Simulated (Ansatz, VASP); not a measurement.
One calculation of Yb, two programs

```
Yb
1.0
     3.87990    0.00000    0.00000
    -1.93995    3.36009    0.00000
     0.00000    0.00000    6.38590
Yb
2
Cartesian
  0.0000 2.2401 1.5965
  1.9399 1.1200 4.7894
```

Alike in both runs: task single point; functional PBEsol; k mesh 11 × 11 × 6; occupations fermi-dirac, width 0.03 eV; no spin polarisation.

|  | VASP | Ansatz |
| --- | --- | --- |
| version | VASP 6.6.1 | Ansatz 0.2.0 |
| potentials or method | VASP PAW PBE potentials, release 64 (Yb), cutoff 520 eV | all-electron LAPW, scalar-relativistic |

```csv
,VASP,Ansatz,Ansatz less VASP
pressure (GPa),-3.4,-3.3,+0.10
```

VASP's potentials were made for PBE, not for PBEsol. Ansatz ran all-electron here, and VASP with PAW potentials.

Spin-orbit coupling is off throughout.
